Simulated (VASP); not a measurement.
Crystal: PbO.

```xyz
4
Lattice="3.9085 0.0000 0.0000 0.0000 3.9085 0.0000 0.0000 0.0000 4.9077" Properties=species:S:1:pos:R:3 pbc="T T T"
Pb    1.9543    0.0000    3.7299
Pb    0.0000    1.9543    1.1779
O     1.9543    1.9543    0.0000
O     0.0000    0.0000    0.0000
```

Base run:

```yaml
Program: VASP 6.6.1
Functional: BLYP
Potentials_or_basis: VASP PAW PBE potentials, release 64 (Pb_d, O)
Cutoff: 600 eV
k_mesh: 7 × 7 × 6
Occupations: fermi-dirac, width 0.05 eV
Spin: no spin polarisation
```

Its results: band gap on the k mesh 1.43 eV (least direct gap 2.57 eV); pressure 13.8 GPa; largest force 1.237 eV/Å.

Task: The run is repeated on the same cell with these changes: functional from BLYP to SVWN5. What comes out?

Result: Band gap on the k mesh 1.30 eV (least direct gap 2.36 eV); pressure 1.9 GPa; largest force 0.282 eV/Å.

SVWN5 binds more tightly than BLYP, so the same cell stands under less pressure.

Caveats: the PAW data sets were made with another functional, which shifts forces and pressure a little; spin-orbit coupling is left out, which moves the levels of the heavy elements; an odd mesh through Γ misses points on the zone boundary, where band edges can lie; the cell stands under pressure (at least some runs).
